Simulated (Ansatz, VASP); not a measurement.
Two plane-wave programs on MoS2

```
S Mo
1.0
     3.13466    0.00000    0.00000
    -1.56733    2.71469    0.00000
     0.00000    0.00000   23.93758
S Mo
4 2
Direct
  0.00000 0.00000 0.18799
  0.33333 0.66667 0.32245
  0.33333 0.00000 0.45781
  0.66667 0.66667 0.59227
  0.66667 0.33333 0.25522
  0.00000 0.33333 0.52504
```

Alike in both runs: task single point; functional PBE; dispersion D3(BJ); k mesh 12 × 12 × 1; occupations gaussian, width 0.1 eV; no spin polarisation.

|  | VASP | Ansatz |
| --- | --- | --- |
| version | VASP 6.6.1 | Ansatz 0.2.0 |
| potentials or method | VASP PAW PBE potentials, release 64 (S, Mo_sv), cutoff 520 eV | scalar-relativistic, plane waves, PAW |
| valence electrons in the cell | 52 | 52 |

Ansatz gave:

```
gap on the k mesh at the Fermi level (eV)  : none
rms of the force components (eV/Å)         : 0.024
work function, face that differs most (eV) : 5.10
```

Which values does VASP return?

gap on the k mesh at the Fermi level (eV): none; rms of the force components (eV/Å): 0.026; work function, face that differs most (eV): 5.08.

A gap of «none» marks a metal or a gap that the smearing closes.
